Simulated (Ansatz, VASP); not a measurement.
## Mg in VASP and in Ansatz

```
Mg
1.0
    -1.83599    1.83599    1.67940
     1.83599   -1.83599    1.67940
     1.83599    1.83599   -1.67940
Mg
1
Direct
  0.00000 0.00000 0.00000
```

Alike in both runs: task single point; functional PBE; k mesh 10 × 10 × 10; occupations methfessel-paxton of order 1, width 0.17 eV; no spin polarisation.

|  | VASP | Ansatz |
| --- | --- | --- |
| version | VASP 6.6.1 | Ansatz 0.2.0 |
| potentials or method | VASP PAW PBE potentials, release 64 (Mg), cutoff 600 eV | scalar-relativistic, plane waves, PAW |
| valence electrons in the cell | 2 | 10 |

Ansatz gave:

| Item | Value |
| --- | --- |
| gap on the k mesh at the Fermi level (eV) | none |
| pressure (GPa) | 0.6 |
| traceless stress, the component that is largest in VASP (GPa) | 0.89 |

Which values does VASP return?

gap on the k mesh at the Fermi level (eV): none; pressure (GPa): 0.5; traceless stress, the component that is largest in VASP (GPa): 0.88.

A gap of «none» marks a metal or a gap that the smearing closes. VASP's potentials hold 2 valence electrons a cell and Ansatz's 10, so a difference there can come from the potentials and not from the codes.
